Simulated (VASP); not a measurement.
ZrF2:

```
Zr F
1.0
     2.57036    0.00000    0.00000
     0.00000    2.57036    0.00000
     0.00000    0.00000    5.14073
Zr F
1 2
Direct
  0.00000 0.00000 0.00000
  0.50000 0.50000 0.25000
  0.50000 0.50000 0.75000
```

This cell differs from its parent crystal: atoms taken out.

| Quantity | Value |
| --- | --- |
| Program | VASP 6.6.1 |
| Task | relaxation of cell and atoms |
| Functional | PBE |
| Potentials or basis | VASP PAW PBE potentials, release 64 (Zr_sv, F) |
| Cutoff | 600 eV |
| k mesh | 6 × 6 × 4 |
| Occupations | gaussian, width 0.1 eV |
| Spin | no spin polarisation |

At the start: pressure 44.5 GPa; volume 11.32 Å³/atom.

Task: How do energy, volume and symmetry change on relaxing?

Result: Over 17 steps the energy falls by 403.3 meV/atom and the volume is 15.28 Å³/atom (+34.9 %); space group P4/mmm (No. 123, to 0.1 Å) before and after.

Step by step:
```tsv
step	energy change (eV)	largest force (eV/Å)	pressure (GPa)	volume (Å³)
1	0.0000	0.9134	44.48	33.96
2	-0.4420	1.4175	-16.73	51.63
3	-1.1145	0.8160	-0.73	42.47
4	-1.1150	0.7959	-0.22	42.29
5	-1.1621	0.4409	0.04	42.43
6	-1.1749	0.1052	0.42	42.57
7	-1.1750	0.1316	0.38	42.56
8	-1.1840	0.0756	0.78	42.80
9	-1.1974	0.0664	2.10	43.50
10	-1.2035	0.0005	0.99	44.15
11	-1.2065	0.1010	-0.61	45.17
12	-1.2065	0.0893	-0.43	45.05
13	-1.2074	0.0853	-0.40	45.21
14	-1.2090	0.0750	-0.33	45.69
15	-1.2082	0.0579	-0.17	46.64
16	-1.2094	0.0656	-0.26	45.99
17	-1.2098	0.0049	0.21	45.83
```

Final structure:
```xyz
3
Lattice="2.8484 0.0000 0.0000 0.0000 2.8484 0.0000 0.0000 0.0000 5.6483" Properties=species:S:1:pos:R:3 pbc="T T T"
Zr    0.0000    0.0000    0.0000
F     1.4242    1.4242    1.2719
F     1.4242    1.4242    4.3765
```

Caveat: the k points lie up to 0.37 Å⁻¹ apart in the final cell, too coarse for converged energies and pressures of a metal; the cell differs from its parent crystal (atoms taken out); the volume moved by over 15 % at a fixed basis, so the end points are rough.
